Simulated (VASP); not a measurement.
Crystal: TiCo2.

```xyz
6
Lattice="0.0000 3.3520 3.3520 3.3520 0.0000 3.3520 3.3520 3.3520 0.0000" Properties=species:S:1:pos:R:3 pbc="T T T"
Ti    0.0000    0.0000    0.0000
Ti    1.6760    1.6760    1.6760
Co    4.1900    4.1900    4.1900
Co    4.1900    2.5140    2.5140
Co    2.5140    2.5140    4.1900
Co    2.5140    4.1900    2.5140
```

| Property | Result |
| --- | --- |
| Program | VASP 6.6.1 |
| Task | relaxation of cell and atoms |
| Functional | PBEsol |
| Potentials or basis | VASP PAW PBE potentials, release 64 (Ti_sv, Co) |
| Cutoff | 600 eV |
| k mesh | 6 × 6 × 6 |
| Occupations | gaussian, width 0.1 eV |
| Spin | collinear spin, ferrimagnetic start |
| Starting moments | [-0.33, -0.33, 0.85, 0.85, 0.85, 0.85] μB |

At the start: pressure -13.4 GPa; volume 12.55 Å³/atom.

**Question.** How do energy, volume and symmetry change on relaxing?

**Answer.** Over 3 steps the energy falls by 40.3 meV/atom and the volume is 11.70 Å³/atom (-6.8 %); space group Fd-3m (No. 227, to 0.1 Å) before and after; moment 0.00 μB per cell.

The path:
| step | energy change (eV) | largest force (eV/Å) | pressure (GPa) | volume (Å³) |
| --- | --- | --- | --- | --- |
| 1 | 0.0000 | 0.0000 | -13.41 | 75.33 |
| 2 | 0.1417 | 0.0000 | 23.38 | 64.44 |
| 3 | -0.2419 | 0.0000 | -0.21 | 70.18 |

Final structure:
```
Ti Co
1.0
     0.00000    3.27383    3.27383
     3.27383    0.00000    3.27383
     3.27383    3.27383    0.00000
Ti Co
2 4
Direct
  0.00000 0.00000 0.00000
  0.25000 0.25000 0.25000
  0.62500 0.62500 0.62500
  0.12500 0.62500 0.62500
  0.62500 0.62500 0.12500
  0.62500 0.12500 0.62500
```

Caveat: the PAW data sets were made with another functional, which shifts forces and pressure a little.
